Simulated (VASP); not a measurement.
# ZrB2 (P-1) in VASP: a series of runs

The runs below take ZrB2 through single point, with PBE.

Program: VASP 6.6.1. These are calculated values, not measurements. Logs are shortened: lines on timing, memory, paths and dates and some standing lists are left out, and cuts for length are marked.

## (1) The cell of the first run

The typed cell holds 3 atoms: a = 3.165 Å, b = 3.192 Å, c = 3.520 Å, α = 90.41°, β = 91.14°, γ = 120.85°.

## (2) Single point, PBE (equal xy, yz and zx shear strains of -2 %)

File INCAR:

```
SYSTEM = ZrB2
ALGO = Normal ; EDIFF = 1E-7
ENCUT = 520 ; GGA = PE
ISIF = 2 ; ISMEAR = -1
LASPH = .True. ; LCHARG = .False.
LREAL = .False. ; LWAVE = .False.
NBANDS = 16 ; NELM = 60
PREC = Accurate ; SIGMA = 0.05
```

File KPOINTS:

```
k-points
0
Gamma
  12 12 9
  0 0 0
```

File POSCAR:

```
ZrB2
1.0
    3.1649998255     -0.0316499983     -0.0316499983
   -1.6099096153      2.7567952510     -0.0115847034
   -0.0352000000     -0.0352000000      3.5200000000
Zr B
1 2
Direct
    0.0000000000      0.0000000000      0.0000000000
    0.3333333333      0.6666666667      0.5000000000
    0.6666666667      0.3333333333      0.5000000000
```

Potentials or basis: VASP PAW PBE potentials, release 64 (Zr_sv, B).

Started as:

```
$ cat potpaw_PBE.64/Zr_sv/POTCAR potpaw_PBE.64/B/POTCAR > POTCAR
$ mpirun -np 1 vasp_std > vasp.out
```

OUTCAR:

```text
SYSTEM = ZrB2
   EDIFF = 1E-7
   ENCUT = 520
   GGA = PE
   ISIF = 2
   ISMEAR = -1
   LASPH = .True.
   LREAL = .False.
   NELM = 60
   PREC = Accurate

 ion  position               nearest neighbor table
   1  0.000  0.000  0.000-   3 2.49   2 2.49   3 2.51   2 2.51   2 2.54   3 2.54   2 2.56   3 2.56
                             2 2.56   3 2.56   3 2.56   2 2.56
   2  0.333  0.667  0.500-   3 1.81   3 1.83   3 1.84   1 2.49   1 2.51   1 2.54   1 2.56   1 2.56
                             1 2.56
   3  0.667  0.333  0.500-   2 1.81   2 1.83   2 1.84   1 2.49   1 2.51   1 2.54   1 2.56   1 2.56
                             1 2.56

  LATTYP: Found a triclinic cell.
 ALAT       =     3.1379278911
 B/A-ratio  =     1.0173814952
 C/A-ratio  =     1.1218715358
 COS(alpha) =     0.0072205084
 COS(beta)  =     0.0274156886
 COS(gamma) =     0.5000742387

  Lattice vectors:

 A1 = (  -1.5550902102,  -2.7251452527,   0.0432347017)
 A2 = (   1.6099096153,  -2.7567952510,   0.0115847034)
 A3 = (  -0.0352000000,  -0.0352000000,   3.5200000000)

Analysis of symmetry for initial positions (statically):
=====================================================================
 Subroutine PRICEL returns:
 Original cell was already a primitive cell.

 Routine SETGRP: Setting up the symmetry group for a
 triclinic supercell.

 Subroutine GETGRP returns: Found  2 space group operations
 (whereof  2 operations were pure point group operations)
 out of a pool of  2 trial point group operations.

The static configuration has the point symmetry S_2 .

Analysis of symmetry for dynamics (positions and initial velocities):
=====================================================================
 Subroutine PRICEL returns:
 Original cell was already a primitive cell.

 Routine SETGRP: Setting up the symmetry group for a
 triclinic supercell.

 Subroutine GETGRP returns: Found  2 space group operations
 (whereof  2 operations were pure point group operations)
 out of a pool of  2 trial point group operations.

The dynamic configuration has the point symmetry S_2 .

 Subroutine INISYM returns: Found  2 space group operations
 (whereof  2 operations are pure point group operations),
 and found     1 'primitive' translations

----------------------------------------------------------------------------------------

                                     Primitive cell

  volume of cell :      30.5274

  direct lattice vectors                    reciprocal lattice vectors
     3.164999825 -0.031649998 -0.031649998     0.317862596  0.185646134  0.005035087
    -1.609909615  2.756795251 -0.011584703     0.003685940  0.364908032  0.003685940
    -0.035200000 -0.035200000  3.520000000     0.002870185  0.002870185  0.284148313

  length of vectors
     3.165316310  3.192469770  3.520351982     0.368139198  0.364945262  0.284177303

  position of ions in fractional coordinates (direct lattice)
     0.000000000  0.000000000  0.000000000
     0.333333333  0.666666667  0.500000000
     0.666666667  0.333333333  0.500000000

  ion indices of the primitive-cell ions
   primitive index   ion index
                 1           1
                 2           2
                 3           3

----------------------------------------------------------------------------------------

 KPOINTS: k-points

Automatic generation of k-mesh.
 Grid dimensions read from file:
 generate k-points for:   12   12    9

 Generating k-lattice:

  Cartesian coordinates                     Fractional coordinates (reciprocal lattice)
     0.026488550  0.015470511  0.000419591     0.083333333  0.000000000 -0.000000000
     0.000307162  0.030409003  0.000307162    -0.000000000  0.083333333  0.000000000
     0.000318909  0.000318909  0.031572035     0.000000000 -0.000000000  0.111111111

  Length of vectors
     0.030678266  0.030412105  0.031575256

  Shift w.r.t. Gamma in fractional coordinates (k-lattice)
     0.000000000  0.000000000  0.000000000

 Subroutine IBZKPT returns following result:
 ===========================================

 Found    650 irreducible k-points:

 Following reciprocal coordinates:
            Coordinates               Weight
  0.000000  0.000000  0.000000      1.000000
  0.083333 -0.000000  0.000000      2.000000
  0.166667 -0.000000 -0.000000      2.000000
  0.250000 -0.000000  0.000000      2.000000
  0.333333 -0.000000 -0.000000      2.000000
  0.416667 -0.000000 -0.000000      2.000000
[... 16 lines left out ...]
  0.250000  0.166667  0.000000      2.000000
  0.333333  0.166667 -0.000000      2.000000
 [... further k-points ...]
   k-points           NKPTS =    650   k-points in BZ     NKDIM =    650   number of bands    NBANDS=     16
   number of dos      NEDOS =    301   number of ions     NIONS =      3
   total plane-waves  NPLWV =  16128
   dimension x,y,z NGX =    24 NGY =   24 NGZ =   28
   dimension x,y,z NGXF=    48 NGYF=   48 NGZF=   56
   ions per type =               1   2
   NGX,Y,Z   is equivalent  to a cutoff of  12.61, 12.50, 13.22 a.u.
   NGXF,Y,Z  is equivalent  to a cutoff of  25.21, 25.00, 26.45 a.u.
 SYSTEM =  ZrB2
   PREC   = accura    normal or accurate (medium, high low for compatibility)
   ISTART =      0    job   : 0-new  1-cont  2-samecut
   ICHARG =      2    charge: 1-file 2-atom 10-const
   ISPIN  =      1    spin polarized calculation?
   LNONCOLLINEAR =      F non collinear calculations
   LSORBIT =      F    spin-orbit coupling
   LASPH  =      T    aspherical Exc in radial PAW
   ENCUT  =  520.0 eV  38.22 Ry    6.18 a.u.   5.89  5.94  6.55*2*pi/ulx,y,z
   NELM   =     60;   NELMIN=  2; NELMDL= -5     # of ELM steps
   EDIFF  = 0.1E-06   stopping-criterion for ELM
   LREAL  =      F    real-space projection
   EDIFFG = 0.1E-05   stopping-criterion for IOM
   NSW    =      0    number of steps for IOM
   IBRION =     -1    ionic relax: 0-MD 1-quasi-New 2-CG
   NFREE  =      0    steps in history (QN), initial steepest desc. (CG)
   ISIF   =      2    stress and relaxation
   ISYM   =      2    0-nonsym 1-usesym 2-fastsym
   POTIM  = 0.5000    time-step for ionic-motion
   TEBEG  =    0.0;   TEEND  =   0.0 temperature during run
   PSTRESS=    0.0 pullay stress
   NELECT =      18.0000    total number of electrons
   NUPDOWN=      -1.0000    fix difference up-down
   EMIN   =  10.00;   EMAX   =-10.00  energy-range for DOS
   EFERMI =   0.00;   METHOD = LEGACY
   ISMEAR =    -1;   SIGMA  =   0.05  broadening in eV -4-tet -1-fermi 0-gaus
   EFERMI_NEDOS =   21; number of points for ismear=-14 and -15
   IALGO  =     38    algorithm
   IMIX   =      4    mixing-type and parameters
     AMIX     =   0.40;   BMIX     =  1.00
     AMIX_MAG =   1.60;   BMIX_MAG =  1.00
  volume/ion in A,a.u.               =      10.18        68.67
  Fermi-wavevector in a.u.,A,eV,Ry     =   1.372785  2.594187 25.640702  1.884538
  Thomas-Fermi vector in A             =   2.498361
   LORBIT       =      0    0 simple, 1 ext, 2 COOP (PROOUT), +10 PAW based schemes
   GGA     = PE    functional components
   LHFCALC =     F    Hartree Fock is set to
   AEXX    =    0.0000 exact exchange contribution
   IVDW    =     0    specifies the selected vdW correction
   LEPSILON=     F    determine dielectric tensor
   LRPA    =     F    only Hartree local field effects (RPA)
 non-spin polarized calculation
  energy-cutoff  :      520.00
  volume of cell :       30.53
 maximum number of plane-waves:       839
   NGX = 11   NGY = 11   NGZ = 13

 number of electron      18.0000000 magnetization

 Free energy of the ion-electron system (eV)
  ---------------------------------------------------
  ext. energy  EPLUGINS =         0.00000000
  ---------------------------------------------------
  free energy    TOTEN  =       -24.94852249 eV

  energy without entropy =      -24.94673245  energy(sigma->0) =      -24.94762747

 E-fermi :  10.6733     XC(G=0): -12.4764

 val. band max:       10.6564286273   @ k =  -0.1667  -0.1667   0.2222
 cond. band min:      10.7312748172   @ k =  -0.3333   0.1667   0.2222
 fundamental gap:      0.0748461899
 Fermi energy:        10.6733349213

 k-point     1 :       0.0000    0.0000    0.0000
  band No.  band energies     occupation
      1     -38.0001      2.00000
      2     -16.1908      2.00000
      3     -15.6500      2.00000
      4     -15.6117      2.00000
      5      -2.1535      2.00000
      6       7.8268      2.00000
[... 8 lines left out ...]
     15      15.7152      0.00000
     16      15.9601      0.00000

 k-point     2 :       0.0833   -0.0000    0.0000
  band No.  band energies     occupation
      1     -37.9919      2.00000
      2     -16.1787      2.00000
      3     -15.6883      2.00000
      4     -15.6602      2.00000
      5      -2.0110      2.00000
      6       7.6079      2.00000
[... 8 lines left out ...]
     15      16.4021      0.00000
     16      16.6330      0.00000

 k-point     3 :       0.1667   -0.0000   -0.0000
  band No.  band energies     occupation
      1     -37.9693      2.00000
      2     -16.1455      2.00000
      3     -15.8742      2.00000
      4     -15.7065      2.00000
      5      -1.6005      2.00000
      6       6.6457      2.00000
[... 8 lines left out ...]
     15      17.3285      0.00000
     16      17.7144      0.00000

 k-point     4 :       0.2500   -0.0000    0.0000
  band No.  band energies     occupation
      1     -37.9382      2.00000
      2     -16.1227      2.00000
      3     -16.0996      2.00000
      4     -15.7654      2.00000
      5      -0.9634      2.00000
      6       5.4741      2.00000
[... 8 lines left out ...]
     15      17.7019      0.00000
     16      19.5545      0.00000
[... 324 lines left out ...]
 k-point    22 :       0.1667    0.1667   -0.0000
  band No.  band energies     occupation
      1     -37.9231      2.00000
      2     -16.2129      2.00000
      3     -16.0774      2.00000
      4     -15.8231      2.00000
      5      -0.5931      2.00000
      6       5.1592      2.00000
[... 8 lines left out ...]
     15      17.7275      0.00000
     16      18.9653      0.00000

 k-point    23 :       0.2500    0.1667    0.0000
  band No.  band energies     occupation
      1     -37.8961      2.00000
      2     -16.3742      2.00000
      3     -16.0375      2.00000
      4     -15.9192      2.00000
      5       0.2152      2.00000
      6       4.2824      2.00000
[... 8 lines left out ...]
     15      18.1361      0.00000
     16      20.0603      0.00000

 k-point    24 :       0.3333    0.1667   -0.0000
  band No.  band energies     occupation
      1     -37.8766      2.00000
      2     -16.4813      2.00000
      3     -16.0086      2.00000
      4     -15.9949      2.00000
      5       1.1661      2.00000
      6       3.2735      2.00000
[... 8 lines left out ...]
     15      19.5268      0.00000
     16      20.1436      0.00000

 [... further k-points ...]

------------------------ aborting loop because EDIFF is reached ----------------------------------------

  FORCE on cell =-STRESS in cart. coord.  units (eV):
  Direction    XX          YY          ZZ          XY          YZ          ZX
  --------------------------------------------------------------------------------------
  -------------------------------------------------------------------------------------
  Total        0.4498033      0.4429779      0.7626062      1.0285144      1.0045042      1.0059249
  in kB       23.6071570     23.2489381     40.0240856     53.9798234     52.7196909     52.7942524
  external PRESSURE =      28.9600602 kB  Pullay stress =       0.0000000 kB

 VOLUME and BASIS-vectors are now :
 -----------------------------------------------------------------------------
  energy-cutoff  :      520.00
  volume of cell :       30.53
      direct lattice vectors                 reciprocal lattice vectors
     3.164999825 -0.031649998 -0.031649998     0.317862596  0.185646134  0.005035087
    -1.609909615  2.756795251 -0.011584703     0.003685940  0.364908032  0.003685940
    -0.035200000 -0.035200000  3.520000000     0.002870185  0.002870185  0.284148313

 POSITION                                       TOTAL-FORCE (eV/Angst)
 -----------------------------------------------------------------------------------
      0.00000      0.00000      0.00000         0.000000     -0.000000      0.000000
     -0.03587      1.80971      1.74173        -0.047955      0.004247     -0.008467
      1.55576      0.88023      1.73504         0.047955     -0.004247      0.008467
 -----------------------------------------------------------------------------------
    total drift:                               -0.000000      0.000000     -0.000000

  FREE ENERGIE OF THE ION-ELECTRON SYSTEM (eV)
  ---------------------------------------------------
  free  energy   TOTEN  =       -24.9485224873 eV

  energy  without entropy=      -24.9467324511  energy(sigma->0) =      -24.94762747
```

Wall time 6.1 min (1 thread of Intel Xeon 8259CL, shared host); peak memory 0.4 GiB.

Results:

* Free energy: -24.9485 eV
* Pressure: 2.9 GPa
* Largest force: 0.049 eV/Å
* Band gap on the k mesh: zero (bands 9 and 10 overlap by 1.25 eV)

Forces in eV/Å, atoms in the order of the input:
```
Zr   0.000  0.000  0.000
B   -0.048  0.004 -0.008
B    0.048 -0.004  0.008
```

Levels at points of the mesh, in eV from the Fermi level:
```
           k point  band 6  band 7  band 8  band 9  band 10  band 11  band 12  band 13
(0.00, 0.00, 0.00)   -2.85   -2.68   -2.58   -2.39     3.27     3.34     4.14     4.24
(0.50, 0.00, 0.00)   -8.48   -3.95   -3.26   -2.82     2.10     2.16     4.82     4.98
(0.00, 0.50, 0.00)   -8.58   -3.98   -3.14   -2.76     2.18     2.23     4.77     5.09
(0.50, 0.50, 0.00)   -8.68   -4.01   -3.01   -2.71     2.26     2.31     4.81     5.13
```

Caveat: the cell differs from its parent crystal (equal xy, yz and zx shear strains of -2 %).

## (3) Single point, PBE (equal xy, yz and zx shear strains of +3 %)

File INCAR:

```
ALGO     = Normal         # electronic algorithm
EDIFF    = 1E-7           # SCF threshold, eV
ENCUT    = 520            # plane-wave cutoff, eV
GGA      = PE             # functional
ISIF     = 2              # what is computed and relaxed
ISMEAR   = -1             # smearing method
LASPH    = True           # aspherical terms in the spheres
LCHARG   = False          # write CHGCAR
LREAL    = False          # projectors in reciprocal space
LWAVE    = False          # write WAVECAR
NBANDS   = 16             # bands
NELM     = 100            # most SCF steps
PREC     = Accurate       # precision mode
SIGMA    = 0.05           # smearing width, eV
```

File KPOINTS:

```
k-points
0
Gamma
  12 12 9
```

File POSCAR:

```
ZrB2
1.0
    3.1649998255      0.0474749974      0.0474749974
   -1.5413853590      2.7172327532      0.0173770551
    0.0528000000      0.0528000000      3.5200000000
Zr B
1 2
Direct
    0.0000000000      0.0000000000      0.0000000000
    0.3333333333      0.6666666667      0.5000000000
    0.6666666667      0.3333333333      0.5000000000
```

Potentials or basis: VASP PAW PBE potentials, release 64 (Zr_sv, B).

Started as:

```
$ cat potpaw_PBE.64/Zr_sv/POTCAR potpaw_PBE.64/B/POTCAR > POTCAR
$ mpirun -np 1 vasp_std > vasp.out
```

It took 5.8 min on 1 thread of Intel Xeon 8259CL, shared host; peak memory 0.4 GiB.

The run converged. Its results:

| Item | Value |
| --- | --- |
| Free energy | -24.9140 eV |
| Pressure | 3.3 GPa |
| Largest force | 0.059 eV/Å |
| Band gap on the k mesh | zero (bands 9 and 10 overlap by 1.09 eV) |

Forces on the atoms (eV/Å):
```
Zr   0.000  0.000  0.000
B    0.056  0.010 -0.015
B   -0.056 -0.010  0.015
```

Stress tensor (GPa, compression positive):
```
 2.74 -7.62 -7.49
-7.62  2.70 -7.47
-7.49 -7.47  4.50
```

Levels at points of the mesh, in eV from the Fermi level:
```tsv
k point	band 5	band 6	band 7	band 8	band 9	band 10	band 11	band 12	band 13	band 14
(0.00, 0.00, 0.00)	-12.80	-2.87	-2.65	-2.52	-2.36	3.15	3.33	4.17	4.44	4.59
(0.50, 0.00, 0.00)	-9.04	-8.69	-4.00	-2.92	-2.66	2.30	2.42	4.81	5.20	6.40
(0.00, 0.50, 0.00)	-9.03	-8.55	-3.96	-3.11	-2.73	2.21	2.23	4.75	5.18	6.54
(0.50, 0.50, 0.00)	-9.03	-8.40	-3.91	-3.29	-2.82	2.04	2.11	4.85	5.06	6.69
```

Caveat: the cell differs from its parent crystal (equal xy, yz and zx shear strains of +3 %); the cell stands under pressure.
